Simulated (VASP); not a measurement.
**AlB3Sb4: single point with r2SCAN**

The system is AlB3Sb4.

```xyz
8
Lattice="-2.7543 2.7543 5.4701 2.7543 -2.7543 5.4701 2.7543 2.7543 -5.4701" Properties=species:S:1:pos:R:3 pbc="T T T"
B     0.0000    2.7543    2.7350
B     0.0000    0.0000    5.4701
B     2.7543    0.0000    2.7350
Sb    1.2504   -1.2504    4.0175
Sb    1.2504    1.2504    6.9226
Sb   -1.2504    1.2504    4.0175
Sb    1.5039    1.5039    1.4525
Al    0.0000    0.0000    0.0000
```

* Program: VASP 6.6.1
* Task: single point
* Functional: r2SCAN
* Potentials or basis: VASP PAW PBE potentials, release 64 (B, Sb, Al)
* Cutoff: 520 eV
* k mesh: 6 × 6 × 6
* Occupations: gaussian, width 0.01 eV
* Spin: no spin polarisation

The pressure is 0.4 GPa and the largest force is 0.011 eV/Å. The band gap on the k mesh is 0.44 eV.

Forces on the atoms (eV/Å):
```
B    0.000  0.000  0.000
B    0.000  0.000  0.000
B    0.000  0.000  0.000
Sb   0.008 -0.008  0.002
Sb   0.008  0.008 -0.002
Sb  -0.008  0.008  0.002
Sb  -0.008 -0.008 -0.002
Al   0.000  0.000  0.000
```

Levels at points of the mesh, in eV from the valence-band top:
```tsv
k point	band 13	band 14	band 15	band 16	band 17	band 18	band 19	band 20
(0.00, 0.00, 0.00)	-3.44	-0.14	0.00	0.00	0.44	1.07	2.61	2.70
(0.50, 0.00, 0.00)	-3.27	-2.48	-1.81	-1.60	2.41	2.59	2.85	3.21
(0.50, 0.50, 0.00)	-1.79	-1.72	-1.15	-1.11	0.95	1.86	2.13	3.08
(0.50, 0.50, 0.50)	-2.85	-2.85	-1.78	-1.78	0.88	0.94	1.08	1.22
```

It took 5.4 min on 1 thread of Intel(R) Xeon(R) 6975P-C (Granite Rapids), with other jobs on the host, peak memory 0.45 GiB.

Caveat: semilocal functionals underestimate gaps, and a narrow one can read as zero; the PAW data sets were made with another functional, which shifts forces and pressure a little; spin-orbit coupling is left out, which moves the levels of the heavy elements. A k mesh can miss the band edges.
